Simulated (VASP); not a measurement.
# CoSn3 (Fm-3m) in VASP: a series of runs

Runs on CoSn3. Level: r2SCAN. Tasks: single point.

All numbers are computed with VASP 6.6.1; they aren't measurements. Logs are shortened: lines on timing, memory, paths and dates and some standing lists are left out, and cuts for length are marked.

## (1) The cell of the first run

Symmetry: Fm-3m, No. 225, cubic system. The conventional cell has a = 7.202 Å, b = 7.202 Å, c = 7.202 Å, α = 90.00°, β = 90.00°, γ = 90.00°. Sn (site symmetry -43m) has 10 Sn at 3.12 to 3.60 Å and 4 Co at 3.12 Å within 4.1 Å. Sn (site symmetry m-3m) has 8 Sn at 3.12 Å and 6 Co at 3.60 Å within 4.1 Å. Co (site symmetry m-3m) has 14 Sn at 3.12 to 3.60 Å within 4.1 Å.

## (2) Single point, r2SCAN, collinear spin

POSCAR

```
CoSn3
1.0
    0.0000000000      3.6010275214      3.6010275214
    3.6010275214      0.0000000000      3.6010275214
    3.6010275214      3.6010275214      0.0000000000
Sn Co
3 1
Direct
    0.2500000000      0.2500000000      0.2500000000
    0.7500000000      0.7500000000      0.7500000000
    0.5000000000      0.5000000000      0.5000000000
    0.0000000000      0.0000000000      0.0000000000
```

INCAR.step1

```
SYSTEM = CoSn3
PREC     = Accurate       ! precision mode
ENCUT    = 520            ! plane-wave cutoff, eV
ISMEAR   = 0              ! smearing method
SIGMA    = 0.1            ! smearing width, eV
LREAL    = .FALSE.        ! projectors in reciprocal space
LASPH    = .TRUE.         ! aspherical terms in the spheres
NELM     = 150            ! most SCF steps
ISPIN    = 2              ! spin polarisation
MAGMOM   = 0.14 0.14 0.21 2.52 ! initial moments
NUPDOWN  = 3.0            ! fixed moment
LMAXMIX  = 4              ! l up to which the mixer works
NBANDS   = 38             ! bands
GGA      = PE             ! functional
ALGO     = Normal         ! electronic algorithm
EDIFF    = 1E-4           ! SCF threshold, eV
LWAVE    = .TRUE.         ! write WAVECAR
LCHARG   = .FALSE.        ! write CHGCAR
```

INCAR.step2

```
SYSTEM = CoSn3
PREC     = Accurate       ! precision mode
ENCUT    = 520            ! plane-wave cutoff, eV
EDIFF    = 1E-6           ! SCF threshold, eV
ISMEAR   = 0              ! smearing method
SIGMA    = 0.1            ! smearing width, eV
LREAL    = .FALSE.        ! projectors in reciprocal space
LASPH    = .TRUE.         ! aspherical terms in the spheres
NELM     = 150            ! most SCF steps
ALGO     = Normal         ! electronic algorithm
ISIF     = 2              ! what is computed and relaxed
LWAVE    = .FALSE.        ! write WAVECAR
LCHARG   = .FALSE.        ! write CHGCAR
ISPIN    = 2              ! spin polarisation
MAGMOM   = 0.14 0.14 0.21 2.52 ! initial moments
LORBIT   = 11             ! projections on sites
NUPDOWN  = 3.0            ! fixed moment
LMAXMIX  = 4              ! l up to which the mixer works
METAGGA  = R2SCAN         ! meta-GGA
LMIXTAU  = .TRUE.       
NBANDS   = 38             ! bands
ISTART   = 1
```

KPOINTS

```
Automatic mesh
0
G
  10 10 10
  0 0 0
```

Potentials or basis: VASP PAW PBE potentials, release 64 (Sn_d, Co).

Run with:

```
> cat potpaw_PBE.64/Sn_d/POTCAR potpaw_PBE.64/Co/POTCAR > POTCAR
> cp INCAR.step1 INCAR
> mpirun -np 1 vasp_std > vasp.out
> cp INCAR.step2 INCAR
> mpirun -np 1 vasp_std > vasp.out
```

OUTCAR:

```text
SYSTEM = CoSn3
   PREC = Accurate
   ENCUT = 520
   EDIFF = 1E-6
   ISMEAR = 0
   LREAL = .FALSE.
   LASPH = .TRUE.
   NELM = 150
   ISIF = 2
   ISPIN = 2
   LORBIT = 11
   NUPDOWN = 3.0
   METAGGA = R2SCAN
   ISTART = 1

 ion  position               nearest neighbor table
   1  0.250  0.250  0.250-   3 3.12   4 3.12   4 3.12   4 3.12   4 3.12   3 3.12   3 3.12   3 3.12
                             2 3.60   2 3.60   2 3.60   2 3.60   2 3.60   2 3.60
   2  0.750  0.750  0.750-   3 3.12   4 3.12   3 3.12   3 3.12   3 3.12   4 3.12   4 3.12   4 3.12
                             1 3.60   1 3.60   1 3.60   1 3.60   1 3.60   1 3.60
   3  0.500  0.500  0.500-   1 3.12   2 3.12   1 3.12   1 3.12   1 3.12   2 3.12   2 3.12   2 3.12

   4  0.000  0.000  0.000-   1 3.12   2 3.12   2 3.12   2 3.12   2 3.12   1 3.12   1 3.12   1 3.12

  LATTYP: Found a face centered cubic cell.
 ALAT       =     7.2020550428

  Lattice vectors:

 A1 = (   0.0000000000,   3.6010275214,   3.6010275214)
 A2 = (   3.6010275214,   0.0000000000,   3.6010275214)
 A3 = (   3.6010275214,   3.6010275214,   0.0000000000)

Analysis of symmetry for initial positions (statically):
=====================================================================
 Subroutine PRICEL returns:
 Original cell was already a primitive cell.

 Routine SETGRP: Setting up the symmetry group for a
 face centered cubic supercell.

 Subroutine GETGRP returns: Found 48 space group operations
 (whereof 48 operations were pure point group operations)
 out of a pool of 48 trial point group operations.

The static configuration has the point symmetry O_h .

Analysis of symmetry for dynamics (positions and initial velocities):
=====================================================================
 Subroutine PRICEL returns:
 Original cell was already a primitive cell.

 Routine SETGRP: Setting up the symmetry group for a
 face centered cubic supercell.

 Subroutine GETGRP returns: Found 48 space group operations
 (whereof 48 operations were pure point group operations)
 out of a pool of 48 trial point group operations.

The dynamic configuration has the point symmetry O_h .

Analysis of structural, dynamic, and magnetic symmetry:
=====================================================================
 Subroutine PRICEL returns:
 Original cell was already a primitive cell.

 Routine SETGRP: Setting up the symmetry group for a
 face centered cubic supercell.

 Subroutine GETGRP returns: Found 48 space group operations
 (whereof 48 operations were pure point group operations)
 out of a pool of 48 trial point group operations.

The overall configuration has the point symmetry O_h .

 Subroutine INISYM returns: Found 48 space group operations
 (whereof 48 operations are pure point group operations),
 and found     1 'primitive' translations

----------------------------------------------------------------------------------------

                                     Primitive cell

  volume of cell :      93.3919

  direct lattice vectors                    reciprocal lattice vectors
     0.000000000  3.601027521  3.601027521    -0.138849258  0.138849258  0.138849258
     3.601027521  0.000000000  3.601027521     0.138849258 -0.138849258  0.138849258
     3.601027521  3.601027521  0.000000000     0.138849258  0.138849258 -0.138849258

  length of vectors
     5.092621959  5.092621959  5.092621959     0.240493970  0.240493970  0.240493970

  position of ions in fractional coordinates (direct lattice)
     0.250000000  0.250000000  0.250000000
     0.750000000  0.750000000  0.750000000
     0.500000000  0.500000000  0.500000000
     0.000000000  0.000000000  0.000000000

  ion indices of the primitive-cell ions
   primitive index   ion index
                 1           1
                 2           2
                 3           3
                 4           4

----------------------------------------------------------------------------------------

 KPOINTS: Automatic mesh

Automatic generation of k-mesh.
 Grid dimensions read from file:
 generate k-points for:   10   10   10

 Generating k-lattice:

  Cartesian coordinates                     Fractional coordinates (reciprocal lattice)
    -0.013884926  0.013884926  0.013884926     0.100000000  0.000000000  0.000000000
     0.013884926 -0.013884926  0.013884926     0.000000000  0.100000000  0.000000000
     0.013884926  0.013884926 -0.013884926     0.000000000  0.000000000  0.100000000

  Length of vectors
     0.024049397  0.024049397  0.024049397

  Shift w.r.t. Gamma in fractional coordinates (k-lattice)
     0.000000000  0.000000000  0.000000000

 Subroutine IBZKPT returns following result:
 ===========================================

 Found     47 irreducible k-points:

 Following reciprocal coordinates:
            Coordinates               Weight
  0.000000  0.000000  0.000000      1.000000
  0.100000  0.000000  0.000000      8.000000
  0.200000  0.000000  0.000000      8.000000
  0.300000  0.000000  0.000000      8.000000
  0.400000  0.000000  0.000000      8.000000
  0.500000  0.000000  0.000000      4.000000
[... 16 lines left out ...]
  0.300000  0.300000  0.000000      6.000000
  0.400000  0.300000  0.000000     24.000000
 [... further k-points ...]
   k-points           NKPTS =     47   k-points in BZ     NKDIM =     47   number of bands    NBANDS=     38
   number of dos      NEDOS =    301   number of ions     NIONS =      4
   total plane-waves  NPLWV =  64000
   dimension x,y,z NGX =    40 NGY =   40 NGZ =   40
   dimension x,y,z NGXF=    80 NGYF=   80 NGZF=   80
   ions per type =               3   1
   NGX,Y,Z   is equivalent  to a cutoff of  13.06, 13.06, 13.06 a.u.
   NGXF,Y,Z  is equivalent  to a cutoff of  26.12, 26.12, 26.12 a.u.
 SYSTEM =  CoSn3
   PREC   = accura    normal or accurate (medium, high low for compatibility)
   ISTART =      1    job   : 0-new  1-cont  2-samecut
   ICHARG =      0    charge: 1-file 2-atom 10-const
   ISPIN  =      2    spin polarized calculation?
   LNONCOLLINEAR =      F non collinear calculations
   LSORBIT =      F    spin-orbit coupling
   LASPH  =      T    aspherical Exc in radial PAW
   ENCUT  =  520.0 eV  38.22 Ry    6.18 a.u.   9.47  9.47  9.47*2*pi/ulx,y,z
   NELM   =    150;   NELMIN=  2; NELMDL=  0     # of ELM steps
   EDIFF  = 0.1E-05   stopping-criterion for ELM
   LREAL  =      F    real-space projection
[... 7 lines left out ...]
   TEBEG  =    0.0;   TEEND  =   0.0 temperature during run
   PSTRESS=    0.0 pullay stress
   NELECT =      51.0000    total number of electrons
   NUPDOWN=       3.0000    fix difference up-down
   EMIN   =  10.00;   EMAX   =-10.00  energy-range for DOS
   EFERMI =   0.00;   METHOD = LEGACY
   ISMEAR =     0;   SIGMA  =   0.10  broadening in eV -4-tet -1-fermi 0-gaus
   EFERMI_NEDOS =   21; number of points for ismear=-14 and -15
   IALGO  =     38    algorithm
   IMIX   =      4    mixing-type and parameters
     AMIX     =   0.40;   BMIX     =  1.00
     AMIX_MAG =   1.60;   BMIX_MAG =  1.00
  volume/ion in A,a.u.               =      23.35       157.56
  Fermi-wavevector in a.u.,A,eV,Ry     =   1.338120  2.528680 24.362124  1.790566
  Thomas-Fermi vector in A             =   2.466615
   LORBIT       =     11    0 simple, 1 ext, 2 COOP (PROOUT), +10 PAW based schemes
   METAGGA = R2SCAN    functional components
   LHFCALC =     F    Hartree Fock is set to
   AEXX    =    0.0000 exact exchange contribution
   IVDW    =     0    specifies the selected vdW correction
   LEPSILON=     F    determine dielectric tensor
   LRPA    =     F    only Hartree local field effects (RPA)
 spin polarized calculation
 Gauss-broadening in eV      SIGMA  =   0.10
  energy-cutoff  :      520.00
  volume of cell :       93.39
 maximum number of plane-waves:      2565
 NGX is ok and might be reduce to    40
   NGX = 19   NGY = 19   NGZ = 19

 number of electron      51.0000011 magnetization       3.0000001

 Free energy of the ion-electron system (eV)
  ---------------------------------------------------
  ext. energy  EPLUGINS =         0.00000000
  ---------------------------------------------------
  free energy    TOTEN  =       -85.01357085 eV

  energy without entropy =      -85.00072128  energy(sigma->0) =      -85.00714607

 E-fermi :   8.0103     XC(G=0): -11.6369

 val. band max:        8.6926117145   @ k =  -0.4000   0.3000   0.0000
 cond. band min:       8.0157000725   @ k =   0.5000   0.2000   0.0000
 fundamental gap:     -0.6769116420
 Fermi energy:         8.7220521427

 spin component 1

 k-point     1 :       0.0000    0.0000    0.0000
  band No.  band energies     occupation
      1     -13.9474      1.00000
      2     -13.9474      1.00000
      3     -13.9474      1.00000
      4     -13.9336      1.00000
      5     -13.9336      1.00000
      6     -13.8105      1.00000
[... 29 lines left out ...]
     36      20.0940      0.00000
     37      20.0940      0.00000
[... 918 lines left out ...]
     36      15.2851      0.00000
     37      16.3891      0.00000

 [... further k-points ...]

 spin component 2

 k-point     1 :       0.0000    0.0000    0.0000
  band No.  band energies     occupation
      1     -13.9062      1.00000
      2     -13.9062      1.00000
      3     -13.9062      1.00000
      4     -13.9004      1.00000
      5     -13.9004      1.00000
      6     -13.7744      1.00000
[... 29 lines left out ...]
     36      20.5871      0.00000
     37      20.5879      0.00000
[... 918 lines left out ...]
     36      15.8766      0.00000
     37      16.8375      0.00000

 [... further k-points ...]

 [bands above 37 left out]

------------------------ aborting loop because EDIFF is reached ----------------------------------------

  FORCE on cell =-STRESS in cart. coord.  units (eV):
  Direction    XX          YY          ZZ          XY          YZ          ZX
  --------------------------------------------------------------------------------------
  -------------------------------------------------------------------------------------
  Total        0.5531931      0.5531931      0.5531931      0.0000000      0.0000000      0.0000000
  in kB        9.4902576      9.4902576      9.4902576      0.0000000      0.0000000      0.0000000
  external PRESSURE =       9.4902576 kB  Pullay stress =       0.0000000 kB

 VOLUME and BASIS-vectors are now :
 -----------------------------------------------------------------------------
  energy-cutoff  :      520.00
  volume of cell :       93.39
      direct lattice vectors                 reciprocal lattice vectors
     0.000000000  3.601027521  3.601027521    -0.138849258  0.138849258  0.138849258
     3.601027521  0.000000000  3.601027521     0.138849258 -0.138849258  0.138849258
     3.601027521  3.601027521  0.000000000     0.138849258  0.138849258 -0.138849258

 POSITION                                       TOTAL-FORCE (eV/Angst)
 -----------------------------------------------------------------------------------
      1.80051      1.80051      1.80051        -0.000000     -0.000000      0.000000
      5.40154      5.40154      5.40154         0.000000      0.000000      0.000000
      3.60103      3.60103      3.60103         0.000000      0.000000     -0.000000
      0.00000      0.00000      0.00000         0.000000      0.000000     -0.000000
 -----------------------------------------------------------------------------------
    total drift:                               -0.000000     -0.000000      0.000000

  FREE ENERGIE OF THE ION-ELECTRON SYSTEM (eV)
  ---------------------------------------------------
  free  energy   TOTEN  =       -85.0135708513 eV

  energy  without entropy=      -85.0007212830  energy(sigma->0) =      -85.00714607

 total charge

# of ion       s       p       d       tot
------------------------------------------
    1        1.245   0.988   9.987  12.219
    2        1.245   0.988   9.987  12.219
    3        1.246   1.020   9.997  12.263
    4        0.375   0.203   7.152   7.730
--------------------------------------------------
tot          4.110   3.198  37.122  44.431

 magnetization (x)

# of ion       s       p       d       tot
------------------------------------------
    1        0.023   0.091   0.008   0.122
    2        0.023   0.091   0.008   0.122
    3        0.019   0.092   0.015   0.126
    4        0.079   0.039   2.094   2.212
--------------------------------------------------
tot          0.143   0.312   2.126   2.582
```

Run time: 20 min. Hardware: 1 thread of Oxide Virtual Turin-like, shared host; peak memory 0.44 GiB.

Results:

| Quantity | Value |
| --- | --- |
| Free energy | -85.0136 eV |
| Pressure | 0.9 GPa |
| Net moment | 3.00 μB per cell |
| Site moments | Sn +0.12, +0.13 (each value once); Co +2.21 μB |
| Valence electrons inside the program's atomic spheres | Sn 12.22, 12.26 (each value once); Co 7.73 |

Caveat: the PAW data sets were made with another functional, which shifts forces and pressure a little; spin-orbit coupling is left out, which moves the levels of the heavy elements; the total moment is fixed, so each spin has its own Fermi level.

## (3) Single point, r2SCAN, collinear spin, ferromagnetic start

POSCAR is that of step 2.

INCAR.step1

```
SYSTEM = CoSn3
ALGO = Normal ; EDIFF = 1E-4
ENCUT = 520 ; GGA = PE
ISMEAR = 0 ; ISPIN = 2
LASPH = .True. ; LCHARG = .False.
LMAXMIX = 4 ; LREAL = .False.
LWAVE = .True. ; MAGMOM = 0.03 0.03 0.11 2.31
NBANDS = 38 ; NELM = 150
NUPDOWN = 2.25 ; PREC = Accurate
SIGMA = 0.1
```

INCAR.step2

```
SYSTEM = CoSn3
ALGO = Normal ; EDIFF = 1E-6
ENCUT = 520 ; ISIF = 2
ISMEAR = 0 ; ISPIN = 2
ISTART = 1 ; LASPH = .True.
LCHARG = .True. ; LELF = .True.
LMAXMIX = 4 ; LMIXTAU = .True.
LORBIT = 11 ; LREAL = .False.
LVHAR = .True. ; LWAVE = .False.
MAGMOM = 0.03 0.03 0.11 2.31 ; METAGGA = R2SCAN
NBANDS = 38 ; NELM = 150
NUPDOWN = 2.25 ; PREC = Accurate
SIGMA = 0.1
```

KPOINTS

```
k-points
0
Gamma
  10 10 10
  0 0 0
```

Potentials or basis: VASP PAW PBE potentials, release 64 (Sn_d, Co).

Run with:

```
> cat potpaw_PBE.64/Sn_d/POTCAR potpaw_PBE.64/Co/POTCAR > POTCAR
> cp INCAR.step1 INCAR
> mpirun -np 1 vasp_std > vasp.out
> cp INCAR.step2 INCAR
> mpirun -np 1 vasp_std > vasp.out
```

Wall time 40 min (1 thread of Oxide Virtual Turin-like, shared host); peak memory 0.44 GiB.

Results (log left out):

- Free energy: -85.1917 eV
- Pressure: 0.2 GPa
- Net moment: 2.25 μB per cell
- Site moments: Sn +0.02, +0.03 (each value once); Co +2.08 μB
- Valence electrons inside the program's atomic spheres: Sn 12.21, 12.26 (each value once); Co 7.74

Caveat: the PAW data sets were made with another functional, which shifts forces and pressure a little; spin-orbit coupling is left out, which moves the levels of the heavy elements; the total moment is fixed, so each spin has its own Fermi level.

## (4) Single point, r2SCAN, collinear spin

POSCAR is that of step 3.

INCAR.step1

```
SYSTEM = CoSn3
PREC = Accurate
ENCUT = 520
ISMEAR = 0
SIGMA = 0.1
LREAL = .FALSE.
LASPH = .TRUE.
NELM = 150
ISPIN = 2
MAGMOM = -0.2 -0.2 -0.05 1.8
NUPDOWN = 0.75
LMAXMIX = 4
NBANDS = 38
GGA = PE
ALGO = Normal
EDIFF = 1E-4
LWAVE = .TRUE.
LCHARG = .FALSE.
```

INCAR.step2

```
SYSTEM = CoSn3
PREC = Accurate
ENCUT = 520
EDIFF = 1E-6
ISMEAR = 0
SIGMA = 0.1
LREAL = .FALSE.
LASPH = .TRUE.
NELM = 150
ALGO = Normal
ISIF = 2
LWAVE = .FALSE.
LCHARG = .FALSE.
ISPIN = 2
MAGMOM = -0.2 -0.2 -0.05 1.8
LORBIT = 11
NUPDOWN = 0.75
LMAXMIX = 4
METAGGA = R2SCAN
LMIXTAU = .TRUE.
NBANDS = 38
ISTART = 1
```

KPOINTS

```
regular mesh
0
G
  10 10 10
  0 0 0
```

Run with:

```
> cat potpaw_PBE.64/Sn_d/POTCAR potpaw_PBE.64/Co/POTCAR > POTCAR
> cp INCAR.step1 INCAR
> mpirun -np 1 vasp_std > vasp.out
> cp INCAR.step2 INCAR
> mpirun -np 1 vasp_std > vasp.out
```

Run time: 43 min. Hardware: 1 thread of Oxide Virtual Turin-like, shared host; peak memory 0.45 GiB.

It converged, with:

- Free energy: -84.8244 eV
- Pressure: -2.8 GPa
- Net moment: 0.75 μB per cell
- Site moments: Sn -0.18, -0.04 (each value once); Co +1.63 μB
- Valence electrons inside the program's atomic spheres: Sn 12.20, 12.22 (each value once); Co 7.80

Caveat: the PAW data sets were made with another functional, which shifts forces and pressure a little; spin-orbit coupling is left out, which moves the levels of the heavy elements; the total moment is fixed, so each spin has its own Fermi level.

[end of part 1 of 2]
